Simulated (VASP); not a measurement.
Crystal: PIr2.

```
CELL_PARAMETERS angstrom
0.00000 2.71100 2.71100
2.71100 0.00000 2.71100
2.71100 2.71100 0.00000
ATOMIC_POSITIONS crystal
P 0.00000 0.00000 0.00000
Ir 0.25000 0.25000 0.25000
Ir 0.75000 0.75000 0.75000
```

This cell differs from its parent crystal: volume scaled by 0.94.

Base run:

| Item | Value |
| --- | --- |
| Program | VASP 6.6.1 |
| Functional | LDA |
| Potentials or basis | VASP PAW LDA potentials, release 64 (P, Ir_sv_GW) |
| Cutoff | 420 eV |
| k mesh | 11 × 11 × 11 |
| Occupations | fermi-dirac, width 0.05 eV |
| Spin | no spin polarisation |

Its results: pressure 15.8 GPa.

Q: The run is repeated on the same cell with these changes: potentials or basis from VASP PAW LDA potentials, release 64 (P, Ir_sv_GW) to VASP PAW LDA potentials, release 64 (P, Ir); cutoff from 420 eV to 520 eV; further incar settings from ALGO = Normal; EDIFF = 1e-08; NBANDS = 26 to ALGO = Normal; EDIFF = 1e-08; NBANDS = 18; valence electrons from 39 to 23. What comes out?

A: Pressure 18.9 GPa.
